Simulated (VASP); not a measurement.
# SrO (P1) in VASP: single point with PBE

Aim: the single point of SrO with PBE.

Program: VASP 6.6.1. These are calculated values, not measurements. Logs are shortened: lines on timing, memory, paths and dates and some standing lists are left out, and cuts for length are marked.

### 1 The cell of the first run

The typed cell holds 2 atoms: a = 3.634 Å, b = 3.634 Å, c = 3.634 Å, α = 60.00°, β = 60.00°, γ = 60.00°.

### 2 Single point, PBE (one atom moved)

INCAR

```
ALGO = Normal
EDIFF = 1E-6
ENCUT = 520
GGA = PE
ISIF = 2
ISMEAR = 0
LASPH = T
LCHARG = F
LREAL = F
LWAVE = F
NBANDS = 15
NELM = 100
PREC = Accurate
SIGMA = 0.02
```

KPOINTS

```
k-points
0
Gamma
  8 8 8
```

POSCAR

```
SrO
1.0
    0.0000000000      2.5698000000      2.5698000000
    2.5698000000      0.0000000000      2.5698000000
    2.5698000000      2.5698000000      0.0000000000
Sr O
1 1
Direct
    0.0000000000      0.0000000000      0.0000000000
    0.5366760059      0.4927348432      0.5393104522
```

Potentials or basis: VASP PAW PBE potentials, release 64 (Sr_sv, O).

Command:

```
cat potpaw_PBE.64/Sr_sv/POTCAR potpaw_PBE.64/O/POTCAR > POTCAR
mpirun -np 1 vasp_std > vasp.out
```

OUTCAR:

```text
EDIFF = 1E-6
   ENCUT = 520
   GGA = PE
   ISIF = 2
   ISMEAR = 0
   LASPH = T
   LREAL = F
   NELM = 100
   PREC = Accurate

 ion  position               nearest neighbor table
   1  0.000  0.000  0.000-   2 2.38   2 2.50   2 2.50   2 2.65   2 2.66   2 2.77
   2  0.537  0.493  0.539-   1 2.38   1 2.50   1 2.50   1 2.65   1 2.66   1 2.77

  LATTYP: Found a face centered cubic cell.
 ALAT       =     5.1396000000

  Lattice vectors:

 A1 = (   0.0000000000,   2.5698000000,   2.5698000000)
 A2 = (   2.5698000000,   0.0000000000,   2.5698000000)
 A3 = (   2.5698000000,   2.5698000000,   0.0000000000)

Analysis of symmetry for initial positions (statically):
=====================================================================
 Subroutine PRICEL returns:
 Original cell was already a primitive cell.

 Routine SETGRP: Setting up the symmetry group for a
 face centered cubic supercell.

 Subroutine GETGRP returns: Found  1 space group operations
 (whereof  1 operations were pure point group operations)
 out of a pool of 48 trial point group operations.

The static configuration has the point symmetry C_1 .

Analysis of symmetry for dynamics (positions and initial velocities):
=====================================================================
 Subroutine PRICEL returns:
 Original cell was already a primitive cell.

 Routine SETGRP: Setting up the symmetry group for a
 face centered cubic supercell.

 Subroutine GETGRP returns: Found  1 space group operations
 (whereof  1 operations were pure point group operations)
 out of a pool of 48 trial point group operations.

The dynamic configuration has the point symmetry C_1 .

 Subroutine INISYM returns: Found  1 space group operations
 (whereof  1 operations are pure point group operations),
 and found     1 'primitive' translations

----------------------------------------------------------------------------------------

                                     Primitive cell

  volume of cell :      33.9413

  direct lattice vectors                    reciprocal lattice vectors
     0.000000000  2.569800000  2.569800000    -0.194567671  0.194567671  0.194567671
     2.569800000  0.000000000  2.569800000     0.194567671 -0.194567671  0.194567671
     2.569800000  2.569800000  0.000000000     0.194567671  0.194567671 -0.194567671

  length of vectors
     3.634246013  3.634246013  3.634246013     0.337001091  0.337001091  0.337001091

  position of ions in fractional coordinates (direct lattice)
     0.000000000  0.000000000  0.000000000
     0.536676006  0.492734843  0.539310452

  ion indices of the primitive-cell ions
   primitive index   ion index
                 1           1
                 2           2

----------------------------------------------------------------------------------------

 KPOINTS: k-points

Automatic generation of k-mesh.
 Grid dimensions read from file:
 generate k-points for:    8    8    8

 Generating k-lattice:

  Cartesian coordinates                     Fractional coordinates (reciprocal lattice)
    -0.024320959  0.024320959  0.024320959     0.125000000  0.000000000  0.000000000
     0.024320959 -0.024320959  0.024320959     0.000000000  0.125000000  0.000000000
     0.024320959  0.024320959 -0.024320959     0.000000000  0.000000000  0.125000000

  Length of vectors
     0.042125136  0.042125136  0.042125136

  Shift w.r.t. Gamma in fractional coordinates (k-lattice)
     0.000000000  0.000000000  0.000000000

 Subroutine IBZKPT returns following result:
 ===========================================

 Found    260 irreducible k-points:

 Following reciprocal coordinates:
            Coordinates               Weight
  0.000000  0.000000  0.000000      1.000000
  0.125000  0.000000  0.000000      2.000000
  0.000000  0.125000  0.000000      2.000000
  0.000000  0.000000  0.125000      2.000000
  0.125000  0.125000  0.125000      2.000000
  0.250000  0.000000  0.000000      2.000000
[... 16 lines left out ...]
  0.125000  0.000000  0.250000      2.000000
  0.125000  0.125000 -0.125000      2.000000
 [... further k-points ...]
   k-points           NKPTS =    260   k-points in BZ     NKDIM =    260   number of bands    NBANDS=     15
   number of dos      NEDOS =    301   number of ions     NIONS =      2
   total plane-waves  NPLWV =  21952
   dimension x,y,z NGX =    28 NGY =   28 NGZ =   28
   dimension x,y,z NGXF=    56 NGYF=   56 NGZF=   56
   ions per type =               1   1
   NGX,Y,Z   is equivalent  to a cutoff of  12.81, 12.81, 12.81 a.u.
   NGXF,Y,Z  is equivalent  to a cutoff of  25.62, 25.62, 25.62 a.u.
 SYSTEM =  unknown system
   PREC   = accura    normal or accurate (medium, high low for compatibility)
   ISTART =      0    job   : 0-new  1-cont  2-samecut
   ICHARG =      2    charge: 1-file 2-atom 10-const
   ISPIN  =      1    spin polarized calculation?
   LNONCOLLINEAR =      F non collinear calculations
   LSORBIT =      F    spin-orbit coupling
   LASPH  =      T    aspherical Exc in radial PAW
   ENCUT  =  520.0 eV  38.22 Ry    6.18 a.u.   6.76  6.76  6.76*2*pi/ulx,y,z
   NELM   =    100;   NELMIN=  2; NELMDL= -5     # of ELM steps
   EDIFF  = 0.1E-05   stopping-criterion for ELM
   LREAL  =      F    real-space projection
   EDIFFG = 0.1E-04   stopping-criterion for IOM
   NSW    =      0    number of steps for IOM
   IBRION =     -1    ionic relax: 0-MD 1-quasi-New 2-CG
   NFREE  =      0    steps in history (QN), initial steepest desc. (CG)
   ISIF   =      2    stress and relaxation
   ISYM   =      2    0-nonsym 1-usesym 2-fastsym
   POTIM  = 0.5000    time-step for ionic-motion
   TEBEG  =    0.0;   TEEND  =   0.0 temperature during run
   PSTRESS=    0.0 pullay stress
   NELECT =      16.0000    total number of electrons
   NUPDOWN=      -1.0000    fix difference up-down
   EMIN   =  10.00;   EMAX   =-10.00  energy-range for DOS
   EFERMI =   0.00;   METHOD = LEGACY
   ISMEAR =     0;   SIGMA  =   0.02  broadening in eV -4-tet -1-fermi 0-gaus
   EFERMI_NEDOS =   21; number of points for ismear=-14 and -15
   IALGO  =     38    algorithm
   IMIX   =      4    mixing-type and parameters
     AMIX     =   0.40;   BMIX     =  1.00
     AMIX_MAG =   1.60;   BMIX_MAG =  1.00
  volume/ion in A,a.u.               =      16.97       114.52
  Fermi-wavevector in a.u.,A,eV,Ry     =   1.274106  2.407711 22.086959  1.623346
  Thomas-Fermi vector in A             =   2.406892
   LORBIT       =      0    0 simple, 1 ext, 2 COOP (PROOUT), +10 PAW based schemes
   GGA     = PE    functional components
   LHFCALC =     F    Hartree Fock is set to
   AEXX    =    0.0000 exact exchange contribution
   IVDW    =     0    specifies the selected vdW correction
   LEPSILON=     F    determine dielectric tensor
   LRPA    =     F    only Hartree local field effects (RPA)
 non-spin polarized calculation
 Gauss-broadening in eV      SIGMA  =   0.02
  energy-cutoff  :      520.00
  volume of cell :       33.94
 maximum number of plane-waves:       941
   NGX = 13   NGY = 13   NGZ = 13

 number of electron      15.9999999 magnetization

 Free energy of the ion-electron system (eV)
  ---------------------------------------------------
  ext. energy  EPLUGINS =         0.00000000
  ---------------------------------------------------
  free energy    TOTEN  =       -11.97606572 eV

  energy without entropy =      -11.97606572  energy(sigma->0) =      -11.97606572

 E-fermi :   1.7353     XC(G=0): -10.0201

 val. band max:        1.5549375177   @ k =   0.0000   0.5000   0.5000
 cond. band min:       5.0402494799   @ k =   0.5000   0.0000   0.5000
 fundamental gap:      3.4853119622
 Fermi energy:         1.7353038783

 k-point     1 :       0.0000    0.0000    0.0000
  band No.  band energies     occupation
      1     -30.6799      2.00000
      2     -13.5750      2.00000
      3     -12.3201      2.00000
      4     -12.3178      2.00000
      5     -12.2028      2.00000
      6       1.5143      2.00000
      7       1.5259      2.00000
      8       1.5535      2.00000
      9       5.6227      0.00000
     10       7.9077      0.00000
     11       8.0467      0.00000
     12       8.1466      0.00000
     13      10.1332      0.00000
     14      10.3257      0.00000
     15      14.3408      0.00000

 k-point     2 :       0.1250    0.0000    0.0000
  band No.  band energies     occupation
      1     -30.6595      2.00000
      2     -13.8930      2.00000
      3     -12.3589      2.00000
      4     -12.3329      2.00000
      5     -11.9089      2.00000
      6       1.0457      2.00000
      7       1.3687      2.00000
      8       1.4433      2.00000
      9       6.2948      0.00000
     10       7.7641      0.00000
     11       8.2226      0.00000
     12       8.3983      0.00000
     13      10.5764      0.00000
     14      10.7631      0.00000
     15      15.3393      0.00000

 k-point     3 :       0.0000    0.1250    0.0000
  band No.  band energies     occupation
      1     -30.6593      2.00000
      2     -13.8989      2.00000
      3     -12.3672      2.00000
      4     -12.3314      2.00000
      5     -11.8958      2.00000
      6       1.0394      2.00000
      7       1.3640      2.00000
      8       1.4678      2.00000
      9       6.3025      0.00000
     10       7.6924      0.00000
     11       8.2703      0.00000
     12       8.3734      0.00000
     13      10.5783      0.00000
     14      10.7892      0.00000
     15      15.3320      0.00000
[... 343 lines left out ...]
 k-point    23 :       0.1250    0.0000    0.2500
  band No.  band energies     occupation
      1     -30.6129      2.00000
      2     -14.3038      2.00000
      3     -12.4378      2.00000
      4     -12.4116      2.00000
      5     -11.5893      2.00000
      6       0.3581      2.00000
      7       1.1876      2.00000
      8       1.3373      2.00000
      9       6.9417      0.00000
     10       7.3781      0.00000
     11       9.2621      0.00000
     12       9.5052      0.00000
     13      10.9704      0.00000
     14      11.9559      0.00000
     15      17.3506      0.00000

 k-point    24 :       0.1250    0.1250   -0.1250
  band No.  band energies     occupation
      1     -30.6132      2.00000
      2     -14.2824      2.00000
      3     -12.4490      2.00000
      4     -12.4178      2.00000
      5     -11.6004      2.00000
      6       0.3708      2.00000
      7       1.1892      2.00000
      8       1.3477      2.00000
      9       6.9999      0.00000
     10       7.4564      0.00000
     11       9.0988      0.00000
     12       9.3104      0.00000
     13      11.1513      0.00000
     14      11.9231      0.00000
     15      17.3383      0.00000

 [... further k-points ...]
[... 5 lines left out ...]
  --------------------------------------------------------------------------------------
  -------------------------------------------------------------------------------------
  Total        0.7877082      1.5749433      0.7616700     -0.0639935     -0.0584633     -0.0217779
  in kB       37.1833019     74.3442777     35.9541872     -3.0207772     -2.7597236     -1.0280148
  external PRESSURE =      49.1605889 kB  Pullay stress =       0.0000000 kB

 VOLUME and BASIS-vectors are now :
 -----------------------------------------------------------------------------
  energy-cutoff  :      520.00
  volume of cell :       33.94
      direct lattice vectors                 reciprocal lattice vectors
     0.000000000  2.569800000  2.569800000    -0.194567671  0.194567671  0.194567671
     2.569800000  0.000000000  2.569800000     0.194567671 -0.194567671  0.194567671
     2.569800000  2.569800000  0.000000000     0.194567671  0.194567671 -0.194567671

 POSITION                                       TOTAL-FORCE (eV/Angst)
 -----------------------------------------------------------------------------------
      0.00000      0.00000      0.00000         0.183293      0.574677      0.166424
      2.65215      2.76507      2.64538        -0.183293     -0.574677     -0.166424
 -----------------------------------------------------------------------------------
    total drift:                               -0.000076      0.000169     -0.000087

  FREE ENERGIE OF THE ION-ELECTRON SYSTEM (eV)
  ---------------------------------------------------
  free  energy   TOTEN  =       -11.9760657243 eV

  energy  without entropy=      -11.9760657243  energy(sigma->0) =      -11.97606572
```

It took 54 s on 1 thread of Intel Xeon 6975P-C (Granite Rapids), shared host; peak memory 0.25 GiB.

What came out:

```yaml
Free_energy: -11.9761 eV
Pressure: 4.9 GPa
Largest_force: 0.626 eV/Å
Band_gap_on_the_k_mesh: 3.49 eV, indirect (least direct gap 3.49 eV)
```

Forces on the atoms (eV/Å):
```
Sr   0.183  0.575  0.166
O   -0.183 -0.575 -0.166
```

Caveat: the cell differs from its parent crystal (one atom moved). A k mesh can miss the band edges.
